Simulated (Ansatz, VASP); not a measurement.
LiH: VASP beside Ansatz

Contents of POSCAR:

```
LiH
1.0
    2.6462545853      0.0000000000      0.0000000000
    0.0000000000      2.6462545853      0.0000000000
    0.0000000000      0.0000000000      2.5664736391
Li H
1 1
Direct
    0.0000000000      0.0000000000      0.0000000000
    0.5000000000      0.5000000000      0.5000000000
```

The input INCAR.step1:

```
  ALGO = Normal
  EDIFF = 1E-5
  ENCUT = 520
  GGA = PE
  ISIF = 2
  ISMEAR = 0
  LASPH = True
  LCHARG = False
  LREAL = False
  LWAVE = True
  NBANDS = 9
  NELM = 80
  PREC = Accurate
  SIGMA = 0.01
```

INCAR.step2

```
  ALGO = Normal
  EDIFF = 1E-6
  ENCUT = 520
  GGA = PE
  HFSCREEN = 0.2079
  ISIF = 2
  ISMEAR = 0
  ISTART = 1
  LASPH = True
  LCHARG = False
  LHFCALC = True
  LREAL = False
  LWAVE = False
  NBANDS = 9
  NELM = 80
  PREC = Accurate
  PRECFOCK = Normal
  SIGMA = 0.01
```

Contents of KPOINTS:

```
k-points
0
Gamma
  8 8 8
```

Input for Ansatz:

```yaml
crystal:
  lattice:
    - [2.6462545853, 0.0, 0.0]
    - [0.0, 2.6462545853, 0.0]
    - [0.0, 0.0, 2.5664736391]
  atoms:
    - { symbol: Li, position: [0.0, 0.0, 0.0] }
    - { symbol: H, position: [0.5, 0.5, 0.5] }
kpoints:
  mp_grid: { grid: [8, 8, 8] }
  band_path:
    path: [[0.0, 0.0, 0.0], [0.0, 0.5, 0.0], [0.5, 0.5, 0.0], [0.5, 0.5, 0.5]]
    npoints: 1
hamiltonian:
  xc: hse06
scf:
  occupations: { method: fixed }
  n_extra_bands: 4
output:
  forces: true
  stress: true
  eigenvalues: true
```

Change from the starting cell: epitaxial_xy strain +5.8%.

Alike in both runs: task single point; functional HSE06; k mesh 8 × 8 × 8; no spin polarisation.

|  | VASP | Ansatz |
| --- | --- | --- |
| version | VASP 6.6.1 | Ansatz 0.2.0 |
| potentials or method | VASP PAW PBE potentials, release 64 (Li_sv, H) | plane waves, PAW |
| plane-wave cutoff (eV) | 520 | 420 |
| occupations | gaussian, width 0.01 eV | fixed |
| valence electrons in the cell | 4 | 4 |

Ansatz gave:

| Item | Value |
| --- | --- |
| gap on the k mesh at the Fermi level (eV) | 1.32 |

Question: What did VASP give for the same quantities?

Answer: gap on the k mesh at the Fermi level (eV): 1.34.

Ansatz's warnings: stress exchange threshold loose, stress scf threshold loose.

Noted on VASP's run: the cutoff is under 1.25 times that of the potentials, so the pressure is a little rough.
